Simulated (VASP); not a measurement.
Ti: single point with PBEsol

The system is Ti.

```
Ti
1.0
     2.06848    2.06848    0.00000
    -2.06848    2.06848    0.00000
     0.00000    0.00000    3.93774
Ti
2
Cartesian
  0.0000 0.0000 0.0000
  0.0000 2.0685 1.9689
```

This cell differs from its parent crystal: biaxial strain in the a-b plane: +2.0 %, then relaxed in part.

```
Program                : VASP 6.6.1
Task                   : single point
Functional             : PBEsol
Potentials or basis    : VASP PAW PBE potentials, release 64 (Ti_sv)
Cutoff                 : 520 eV
k mesh                 : 18 × 18 × 14
Occupations            : gaussian, width 0.1 eV
Spin                   : no spin polarisation
Dipole correction      : no
Further INCAR settings : ALGO = Fast; EDIFF = 1e-07; NBANDS = 19
```

```
Pressure               : -1.5 GPa
Band gap on the k mesh : zero (bands 12 and 13 overlap by 1.32 eV)
```

Stress tensor (GPa, compression positive):
```
-2.07  0.00  0.00
 0.00 -2.07  0.00
 0.00  0.00 -0.35
```

Levels at points of the mesh, in eV from the Fermi level:
| k point | band 9 | band 10 | band 11 | band 12 | band 13 | band 14 | band 15 | band 16 |
| --- | --- | --- | --- | --- | --- | --- | --- | --- |
| (0.00, 0.00, 0.00) | -6.16 | -2.66 | -1.87 | 0.78 | 0.78 | 1.17 | 2.35 | 2.80 |
| (0.50, 0.00, 0.00) | -2.22 | -2.22 | -0.15 | -0.15 | -0.03 | -0.03 | 1.66 | 1.66 |
| (0.50, 0.50, 0.00) | -2.69 | -2.69 | -1.73 | -1.73 | 2.68 | 2.68 | 3.70 | 3.70 |
| (0.00, 0.00, 0.50) | -3.69 | -3.69 | -0.55 | -0.55 | 1.50 | 1.50 | 1.97 | 1.97 |
| (0.50, 0.00, 0.50) | -2.66 | -2.66 | 0.55 | 0.55 | 0.73 | 0.73 | 1.01 | 1.01 |
| (0.50, 0.50, 0.50) | -1.48 | -1.48 | -0.44 | -0.44 | -0.44 | -0.44 | 2.30 | 2.30 |

Wall time 4.7 min on 1 thread of Intel(R) Xeon(R) 6975P-C (Granite Rapids), on a shared host, peak memory 0.33 GiB.

Caveat: the cell differs from its parent crystal (biaxial strain in the a-b plane: +2.0 %, then relaxed in part); the PAW data sets were made with another functional, which shifts forces and pressure a little.
